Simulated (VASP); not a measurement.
Input of a VASP 6.6.1 run:

The input INCAR:

```
ALGO     = Normal         # electronic algorithm
EDIFF    = 1E-6           # SCF threshold, eV
ENCUT    = 520            # plane-wave cutoff, eV
GGA      = PE             # functional
ISIF     = 2              # what is computed and relaxed
ISMEAR   = -1             # smearing method
ISYM     = 0            
LASPH    = T              # aspherical terms in the spheres
LCHARG   = F              # write CHGCAR
LREAL    = Auto         
LWAVE    = F              # write WAVECAR
NBANDS   = 84             # bands
NELM     = 80             # most SCF steps
PREC     = Accurate       # precision mode
SIGMA    = 0.1637         # smearing width, eV
```

File KPOINTS:

```
k-points
0
Gamma
  1 1 1
```

The input POSCAR:

```
Li2AlF5
1.0
    6.1911310000     -0.0229290000     -0.1913040000
   -0.0229290000      6.2658620000     -0.0128380000
   -0.1913040000     -0.0128380000      6.2422390000
Al F Li
3 15 6
Direct
    0.5750987874      0.4056493699      0.3745546149
    0.0802761716      0.9053726558      0.8112219553
    0.5867037385      0.7115617363      1.0169118487
    0.7200901785      0.9169249689      0.9448022760
    0.5734968486      0.7255047723      0.2986504156
    0.9592636240      0.6464410091      0.7167937623
    0.3304202204      0.6568060075      0.8791555058
    0.7028881260      0.0341076816      0.6012232445
    0.8460826540      0.4002042655      0.3647663632
    0.5588648925      0.1484686476      0.2607761622
    0.1265157605      0.8664883781      0.5267737984
   -0.0380539469      0.2352823350      0.9743091673
    0.6564454637      0.4706585098      0.9939736298
    0.3304808820      1.0665918287      0.8046122906
    0.3012280532      0.4381662556      0.2739860345
    1.0249181298      0.8316289381      1.0878496306
    0.5778076594      0.4084322284      0.6346337219
    0.1075365640      0.2479598950      0.5443821494
    0.0059943620      0.4986006786      0.0178065564
    0.4049348382      0.9470969890      0.4846769701
    0.0211922254      0.5681097483      0.4540712956
    0.7839560451      0.2697777667      0.7812687618
    0.8358217650      1.0340144796      0.1856580187
    0.3032848739      0.3701434300      0.7204886758
```

Potentials or basis: VASP PAW PBE potentials, release 64 (Al, F, Li_sv).

Command:

```bash
$ cat potpaw_PBE.64/Al/POTCAR potpaw_PBE.64/F/POTCAR potpaw_PBE.64/Li_sv/POTCAR > POTCAR
$ mpirun -np 1 vasp_gam > vasp.out
```

(1) Predict the largest force.

Answers

(1) 4.211 eV/Å.

Caveat: the k points lie up to 1.02 Å⁻¹ apart, too coarse for converged energies, forces and pressures; the atoms stand as in a frame of molecular dynamics.
